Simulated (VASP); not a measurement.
Input of a VASP 6.6.1 run:

Contents of INCAR:

```
SYSTEM = TiBeB
  ALGO = Normal
  EDIFF = 1E-6
  ENCUT = 600
  GGA = CA
  GGA_COMPAT = .False.
  ISIF = 2
  ISMEAR = -1
  LASPH = .True.
  LCHARG = .False.
  LREAL = .False.
  LWAVE = .False.
  NBANDS = 16
  NELM = 120
  PREC = Accurate
  SIGMA = 0.1
```

KPOINTS

```
k-points
0
Gamma
  8 8 7
  0 0 0
```

The input POSCAR:

```
TiBeB
1.0
    3.2782368300      0.0000000000      0.0000000000
   -1.6391184150      2.8390363744      0.0000000000
    0.0000000000      0.0000000000      3.1429130000
Ti Be B
1 1 1
Direct
    0.0000000000      0.0000000000      0.0000000000
    0.3333333333      0.6666666667      0.5000000000
    0.6666666667      0.3333333333      0.5000000000
```

Potentials or basis: VASP PAW LDA potentials, release 64 (Ti_sv, Be, B).

Command:

```bash
$ cat potpaw_LDA.64/Ti_sv/POTCAR potpaw_LDA.64/Be/POTCAR potpaw_LDA.64/B/POTCAR > POTCAR
$ mpirun -np 1 vasp_std > vasp.out
```

Question: Predict the band gap on the k mesh.

Answer: Zero (an odd number of electrons rules out a gap without spin polarisation).

Question: What does it give for the pressure?

Answer: -8.4 GPa.

Stress tensor (GPa, compression positive):
```
-8.25  0.00  0.00
 0.00 -8.25  0.00
 0.00  0.00 -8.56
```

Caveat: the cell stands under tension.
